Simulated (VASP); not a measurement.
# GaN (F-43m) in VASP: notebook

The runs below take GaN through dielectric tensor, with r2SCAN.

Everything below comes from runs of VASP 6.6.1. Logs are shortened: lines on timing, memory, paths and dates and some standing lists are left out, and cuts for length are marked.

**1. The cell of the first run**

It takes space group F-43m (No. 216, cubic). The conventional cell has a = 4.543 Å, b = 4.543 Å, c = 4.543 Å, α = 90.00°, β = 90.00°, γ = 90.00°. Within 2.6 Å of Ga (site symmetry -43m) lie 4 N at 1.97 Å. Within 2.6 Å of N (site symmetry -43m) lie 4 Ga at 1.97 Å.

**2. Dielectric tensor, r2SCAN (strain +1.0%)**

File INCAR:

```
PREC = Accurate ; ENCUT = 520
EDIFF = 1E-8 ; ISMEAR = 0
SIGMA = 0.01 ; LREAL = F
LASPH = T ; NELM = 80
ALGO = Normal ; ISIF = 2
LWAVE = F ; LCHARG = F
METAGGA = R2SCAN ; LMIXTAU = T
LCALCEPS = T
```

File KPOINTS:

```
regular mesh
0
Gamma
  8 8 8
```

File POSCAR:

```
GaN
1.0
    0.0000000000      2.2714420665      2.2714420665
    2.2714420665      0.0000000000      2.2714420665
    2.2714420665      2.2714420665      0.0000000000
Ga N
1 1
Direct
    0.0000000000      0.0000000000      0.0000000000
    0.2500000000      0.2500000000      0.2500000000
```

Potentials or basis: VASP PAW PBE potentials, release 64 (Ga_d, N).

Run with:

```
$ cat potpaw_PBE.64/Ga_d/POTCAR potpaw_PBE.64/N/POTCAR > POTCAR
$ mpirun -np 1 vasp_std > vasp.out
```

OUTCAR:

```text
PREC = Accurate
   ENCUT = 520
   EDIFF = 1E-8
   ISMEAR = 0
   LREAL = F
   LASPH = T
   NELM = 80
   ISIF = 2
   METAGGA = R2SCAN

 ion  position               nearest neighbor table
   1  0.000  0.000  0.000-   2 1.97   2 1.97   2 1.97   2 1.97
   2  0.250  0.250  0.250-   1 1.97   1 1.97   1 1.97   1 1.97

  LATTYP: Found a face centered cubic cell.
 ALAT       =     4.5428841330

  Lattice vectors:

 A1 = (   0.0000000000,   2.2714420665,   2.2714420665)
 A2 = (   2.2714420665,   0.0000000000,   2.2714420665)
 A3 = (   2.2714420665,   2.2714420665,   0.0000000000)

Analysis of symmetry for initial positions (statically):
=====================================================================
 Subroutine PRICEL returns:
 Original cell was already a primitive cell.

 Routine SETGRP: Setting up the symmetry group for a
 face centered cubic supercell.

 Subroutine GETGRP returns: Found 24 space group operations
 (whereof 24 operations were pure point group operations)
 out of a pool of 48 trial point group operations.

The static configuration has the point symmetry T_d .

Analysis of symmetry for dynamics (positions and initial velocities):
=====================================================================
 Subroutine PRICEL returns:
 Original cell was already a primitive cell.

 Routine SETGRP: Setting up the symmetry group for a
 face centered cubic supercell.

 Subroutine GETGRP returns: Found 24 space group operations
 (whereof 24 operations were pure point group operations)
 out of a pool of 48 trial point group operations.

The dynamic configuration has the point symmetry T_d .

 Subroutine INISYM returns: Found 24 space group operations
 (whereof 24 operations are pure point group operations),
 and found     1 'primitive' translations

----------------------------------------------------------------------------------------

                                     Primitive cell

  volume of cell :      23.4388

  direct lattice vectors                    reciprocal lattice vectors
     0.000000000  2.271442067  2.271442067    -0.220124478  0.220124478  0.220124478
     2.271442067  0.000000000  2.271442067     0.220124478 -0.220124478  0.220124478
[... 137 lines left out ...]
 cond. band min:   10000.0000000000   @ k =   0.0000   0.0000   0.0000
 fundamental gap:   9995.2378838451
 Fermi energy:         4.8158349792

 k-point     1 :       0.0000    0.0000    0.0000
  band No.  band energies     occupation
      1     -11.7668      2.00000
      2      -9.0544      2.00000
      3      -9.0540      2.00000
      4      -9.0536      2.00000
      5      -8.7285      2.00000
      6      -8.7285      2.00000
      7       4.7619      2.00000
      8       4.7620      2.00000
      9       4.7621      2.00000
     10   10000.0000      0.00000
     11   10000.0000      0.00000
     12   10000.0000      0.00000
     13   10000.0000      0.00000
[... 354 lines left out ...]
  band No.  band energies     occupation
      1     -10.7566      2.00000
      2      -8.9427      2.00000
      3      -8.8876      2.00000
      4      -8.7482      2.00000
      5      -8.6987      2.00000
      6      -7.3208      2.00000
      7      -1.6182      2.00000
      8       1.7699      2.00000
      9       3.0037      2.00000
     10   10000.0000      0.00000
     11   10000.0000      0.00000
     12   10000.0000      0.00000
     13   10000.0000      0.00000

 [... further k-points ...]

------------------------ aborting loop because EDIFF is reached ----------------------------------------

            Ionic dipole moment: p[ion]=(     5.67861     5.67861     5.67861 ) |e| Angst

 Total electronic dipole moment: p[elc]=(     0.00037     0.00037     0.00627 ) |e| Angst

 MACROSCOPIC STATIC DIELECTRIC TENSOR (including local field effects)
 ------------------------------------------------------
           5.551310     0.000000     0.000000
          -0.000000     5.551310    -0.000000
          -0.000000     0.000000     5.551310
 ------------------------------------------------------

 PIEZOELECTRIC TENSOR (including local field effects) (e Angst)
          XX          YY          ZZ          XY          YZ          ZX
  --------------------------------------------------------------------------------
  x    -0.00000     0.00000     0.00000    -0.00000    -1.47690     0.00000
  y     0.00000     0.00000     0.00000    -0.00000     0.00000    -1.47690
  z     0.00000     0.00000    -0.00000    -1.47690    -0.00000     0.00000

 PIEZOELECTRIC TENSOR (including local field effects) (C/m^2)
          XX          YY          ZZ          XY          YZ          ZX
  --------------------------------------------------------------------------------
  x    -0.00000     0.00000     0.00000    -0.00000    -1.00954     0.00000
  y     0.00000     0.00000     0.00000    -0.00000     0.00000    -1.00954
  z     0.00000     0.00000    -0.00000    -1.00954    -0.00000     0.00000

 BORN EFFECTIVE CHARGES (including local field effects) (in |e|, cummulative output)
 ---------------------------------------------------------------------------------
 ion    1
    1     2.68057     0.00000     0.00000
    2     0.00000     2.68057    -0.00000
    3     0.00000     0.00000     2.68057
 ion    2
    1    -2.68057    -0.00000    -0.00000
    2    -0.00000    -2.68057    -0.00000
    3    -0.00000     0.00000    -2.68057

  FORCE on cell =-STRESS in cart. coord.  units (eV):
  Direction    XX          YY          ZZ          XY          YZ          ZX
  --------------------------------------------------------------------------------------
  -------------------------------------------------------------------------------------
  Total       -0.6586390     -0.6586390     -0.6586390      0.0000000      0.0000000     -0.0000000
  in kB      -45.0218181    -45.0218181    -45.0218181      0.0000000      0.0000000     -0.0000000
  external PRESSURE =     -45.0218181 kB  Pullay stress =       0.0000000 kB

 VOLUME and BASIS-vectors are now :
 -----------------------------------------------------------------------------
  energy-cutoff  :      520.00
  volume of cell :       23.44
      direct lattice vectors                 reciprocal lattice vectors
     0.000000000  2.271442067  2.271442067    -0.220124478  0.220124478  0.220124478
     2.271442067  0.000000000  2.271442067     0.220124478 -0.220124478  0.220124478
     2.271442067  2.271442067  0.000000000     0.220124478  0.220124478 -0.220124478

 POSITION                                       TOTAL-FORCE (eV/Angst)
 -----------------------------------------------------------------------------------
      0.00000      0.00000      0.00000         0.000000      0.000000      0.000000
      1.13572      1.13572      1.13572        -0.000000     -0.000000     -0.000000
 -----------------------------------------------------------------------------------
    total drift:                                0.000012      0.000012      0.000012

  FREE ENERGIE OF THE ION-ELECTRON SYSTEM (eV)
  ---------------------------------------------------
  free  energy   TOTEN  =       -21.8889232340 eV

  energy  without entropy=      -21.8889232340  energy(sigma->0) =      -21.88892323
```

OSZICAR:

```text
N       E                     dE             d eps       ncg     rms          rms(c)
DAV:   1     0.686513358383E+02    0.68651E+02   -0.10044E+04   831   0.253E+03
DAV:   2    -0.202405300625E+02   -0.88892E+02   -0.84602E+02   879   0.355E+02
DAV:   3    -0.266706591944E+02   -0.64301E+01   -0.63954E+01   824   0.860E+01
[... 12 lines left out ...]
DMP:  11    -0.218889231156E+02   -0.77716E-07   -0.57444E-07  1950   0.685E-07   0.145E-06
DMP:  12    -0.218889231619E+02   -0.46321E-07   -0.35605E-07  1950   0.430E-07   0.886E-07
DMP:  13    -0.218889231918E+02   -0.29901E-07   -0.23959E-07  1950   0.282E-07   0.610E-07
DMP:  14    -0.218889232122E+02   -0.20374E-07   -0.15487E-07  1950   0.167E-07   0.425E-07
DMP:  15    -0.218889232254E+02   -0.13179E-07   -0.97650E-08  1950   0.102E-07   0.274E-07
DMP:  16    -0.218889232340E+02   -0.86575E-08   -0.65175E-08  1950   0.687E-08   0.181E-07
   1 F= -.21888923E+02 E0= -.21888923E+02  d E =-.857025E-17
```

stdout:

```text
POSCAR found type information on POSCAR GaN
 POSCAR found :  2 types and       2 ions
 scaLAPACK will be used
 -----------------------------------------------------------------------------
|                                                                             |
[... 116 lines left out ...]
dp_tot=(  0.158E-05  0.160E-05  0.587E-02 )  diag[e(oo)]=(    ---      ---    5.53217 )
 p_tot=(  0.568E+01  0.568E+01  0.568E+01 )
dp_tot=(  0.158E-05  0.160E-05  0.588E-02 )  diag[e(oo)]=(    ---      ---    5.53975 )
 p_tot=(  0.568E+01  0.568E+01  0.568E+01 )
dp_tot=(  0.158E-05  0.160E-05  0.589E-02 )  diag[e(oo)]=(    ---      ---    5.54630 )
 final diagonalization full
 p_tot=(  0.568E+01  0.568E+01  0.568E+01 )
dp_tot=(  0.158E-05  0.160E-05  0.590E-02 )  diag[e(oo)]=(    ---      ---    5.55135 )
```

It took 12 min on 1 thread of Intel Xeon 6975P-C (Granite Rapids), shared host; peak memory 0.31 GiB.

Results:

```
Band gap on the k mesh                  : 1.96 eV
Electronic dielectric tensor (diagonal) : 5.55
Born charges (mean of the diagonal)     : Ga +2.68; N -2.68 e
```

Electronic dielectric tensor:
```
5.55 0.00 0.00
0.00 5.55 0.00
0.00 0.00 5.55
```

Born effective charge tensors (e):
atom 1, Ga
```
2.68 0.00 0.00
0.00 2.68 0.00
0.00 0.00 2.68
```
atom 2, N
```
-2.68  0.00  0.00
 0.00 -2.68  0.00
 0.00  0.00 -2.68
```

Dipole moments of the cell (e·Å, modulo the quantum): ionic 5.679, 5.679, 5.679; electronic 0.000, 0.000, 0.006

Caveat: the cell differs from its parent crystal (strain +1.0%); the structure was generated, so it needn't be the stable form of GaN; the PAW data sets were made with another functional, which shifts forces and pressure a little.

(Part 1 of 2 ends here.)

The gap in the log of VASP goes by the Fermi energy; the results here count the filled bands.